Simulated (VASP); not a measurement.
Ti3Si: single point with LDA

Ti3Si:

```
CELL_PARAMETERS angstrom
0.00000 3.08813 3.08813
3.08813 0.00000 3.08813
3.08813 3.08813 0.00000
ATOMIC_POSITIONS crystal
Ti 0.75000 0.75000 0.75000
Ti 0.25000 0.25000 0.25000
Ti 0.00000 0.00000 0.00000
Si 0.50000 0.50000 0.50000
```

- Program: VASP 6.6.1
- Task: single point
- Functional: LDA
- Potentials or basis: VASP PAW LDA potentials, release 64 (Ti_sv, Si)
- Cutoff: 520 eV
- k mesh: 8 × 8 × 8
- Occupations: fermi-dirac, width 0.1 eV
- Spin: no spin polarisation
- Dipole correction: no
- Further INCAR settings: ALGO = Normal; EDIFF = 1e-06; NBANDS = 28

The pressure is -1.9 GPa. The band gap on the k mesh is zero (bands 20 and 21 overlap by 0.48 eV).

Levels at points of the mesh, in eV from the Fermi level:
| k point | band 16 | band 17 | band 18 | band 19 | band 20 | band 21 | band 22 | band 23 | band 24 | band 25 |
| --- | --- | --- | --- | --- | --- | --- | --- | --- | --- | --- |
| (0.00, 0.00, 0.00) | -2.84 | -2.18 | -2.18 | -0.01 | -0.01 | -0.01 | 2.40 | 2.40 | 2.40 | 2.52 |
| (0.50, 0.00, 0.00) | -3.01 | -0.54 | -0.51 | -0.51 | -0.17 | -0.17 | 0.71 | 0.92 | 0.92 | 2.86 |
| (0.50, 0.50, 0.00) | -2.15 | -1.84 | -1.84 | -0.35 | -0.29 | -0.29 | 1.04 | 1.35 | 1.35 | 2.48 |

It took 53 s on 1 thread of Intel Xeon 8259CL (shared host), peak memory 0.17 GiB.
